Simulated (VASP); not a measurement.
SiC (Moissanite): single point with r2SCAN

SiC (Moissanite):

```
Si C
1.0
     3.13583    0.00000    0.00000
    -1.56792    2.71571    0.00000
     0.00000    0.00000    5.14764
Si C
2 2
Direct
  0.33333 0.66667 0.00458
  0.66667 0.33333 0.50458
  0.33333 0.66667 0.38042
  0.66667 0.33333 0.88042
```

* Program: VASP 6.6.1
* Task: single point
* Functional: r2SCAN
* Potentials or basis: VASP PAW PBE potentials, release 64 (Si, C)
* Cutoff: 520 eV
* k mesh: 12 × 12 × 6
* Occupations: fermi-dirac, width 0.02 eV
* Spin: no spin polarisation
* Dipole correction: no
* Further INCAR settings: ALGO = Normal; EDIFF = 1e-06; NBANDS = 16

```json
{
 "Pressure": "-12.0 GPa",
 "Largest force": "0.007 eV/Å",
 "Band gap on the k mesh": "2.74 eV, indirect (least direct gap 4.35 eV)"
}
```

Forces in eV/Å, atoms in the order of the input:
```
Si   0.000  0.000 -0.007
Si   0.000  0.000 -0.007
C    0.000  0.000  0.007
C    0.000  0.000  0.007
```

Stress tensor (GPa, compression positive):
```
-12.12   0.00   0.00
  0.00 -12.12   0.00
  0.00   0.00 -11.81
```

Levels at points of the mesh, in eV from the valence-band top:
```
           k point  band 4  band 5  band 6  band 7  band 8  band 9  band 10  band 11  band 12  band 13
(0.00, 0.00, 0.00)   -1.36   -1.36   -0.11    0.00    0.00    4.86     6.11     6.82     6.82     7.82
(0.50, 0.00, 0.00)   -6.41   -5.41   -3.36   -3.20   -1.24    3.11     4.59     6.99     7.40    10.18
(0.00, 0.00, 0.50)   -4.52   -0.74   -0.74   -0.74   -0.74    5.96     5.96     7.56     7.56     7.56
(0.50, 0.00, 0.50)   -8.28   -2.48   -2.48   -2.38   -2.38    3.57     3.57     5.53     5.53    10.67
```

Wall time 5.6 min on 1 thread of AMD EPYC 7R43 64-Core Processor (Zen 3), with other jobs on the host, peak memory 0.15 GiB.

Caveat: the PAW data sets were made with another functional, which shifts forces and pressure a little. r2SCAN opens gaps a little over a GGA but as a rule still falls short of measured ones.
